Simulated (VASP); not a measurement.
Input of a VASP 6.6.1 run:

INCAR

```
  PREC = Accurate
  ENCUT = 500
  EDIFF = 1E-6
  ISMEAR = 0
  SIGMA = 0.02
  LREAL = False
  LASPH = True
  NELM = 120
  ALGO = Normal
  ISIF = 2
  LWAVE = False
  LCHARG = False
  NBANDS = 96
  GGA_COMPAT = False
  KPAR = 4
```

The input KPOINTS:

```
regular mesh
0
Gamma
  4 4 4
```

File POSCAR:

```
BaZrS3
1.0
    7.0242352011      0.0000000000      0.0000000000
    0.0000000000      9.8339429752      0.0000000000
    0.0000000000      0.0000000000      6.8551446976
Ba Zr S
4 4 12
Direct
    0.0569863192      0.2500000000      0.0130332353
    0.4430136808      0.7500000000      0.5130332353
    0.5569863192      0.2500000000      0.4869667647
    0.9430136808      0.7500000000      0.9869667647
    0.0000000000      0.0000000000      0.5000000000
    0.5000000000      0.0000000000      0.0000000000
    0.5000000000      0.5000000000      0.0000000000
    0.0000000000      0.5000000000      0.5000000000
    0.9950043914      0.2500000000      0.5666587155
    0.5049956086      0.7500000000      0.0666587155
    0.4950043914      0.2500000000      0.9333412845
    0.0049956086      0.7500000000      0.4333412845
    0.2060995771      0.9650788040      0.7947244251
    0.2939004229      0.0349211960      0.2947244251
    0.7060995771      0.5349211960      0.7052755749
    0.7939004229      0.4650788040      0.2052755749
    0.7939004229      0.0349211960      0.2052755749
    0.7060995771      0.9650788040      0.7052755749
    0.2939004229      0.4650788040      0.2947244251
    0.2060995771      0.5349211960      0.7947244251
```

Potentials or basis: VASP PAW LDA potentials, release 64 (Ba_sv, Zr_sv, S).

Command:

```sh
$ cat potpaw_LDA.64/Ba_sv/POTCAR potpaw_LDA.64/Zr_sv/POTCAR potpaw_LDA.64/S/POTCAR > POTCAR
$ mpirun -np 4 vasp_std > vasp.out
```

Task: Predict the band gap on the k mesh.

Result: 0.84 eV.

Task: Predict the pressure.

Result: 0.6 GPa.

Forces in eV/Å, atoms in the order of the input:
```
Ba  -0.014  0.000  0.004
Ba   0.014  0.000  0.004
Ba  -0.014  0.000 -0.004
Ba   0.014  0.000 -0.004
Zr   0.000  0.000  0.000
Zr   0.000  0.000  0.000
Zr   0.000  0.000  0.000
Zr   0.000  0.000  0.000
S    0.033  0.000 -0.033
S   -0.033  0.000 -0.033
S    0.033  0.000  0.033
S   -0.033  0.000  0.033
S    0.027  0.025 -0.017
S   -0.027 -0.025 -0.017
S    0.027 -0.025  0.017
S   -0.027  0.025  0.017
S   -0.027 -0.025  0.017
S    0.027  0.025  0.017
S   -0.027  0.025 -0.017
S    0.027 -0.025 -0.017
```

Caveat: spin-orbit coupling is left out, which moves the levels of the heavy elements. A k mesh can miss the band edges.
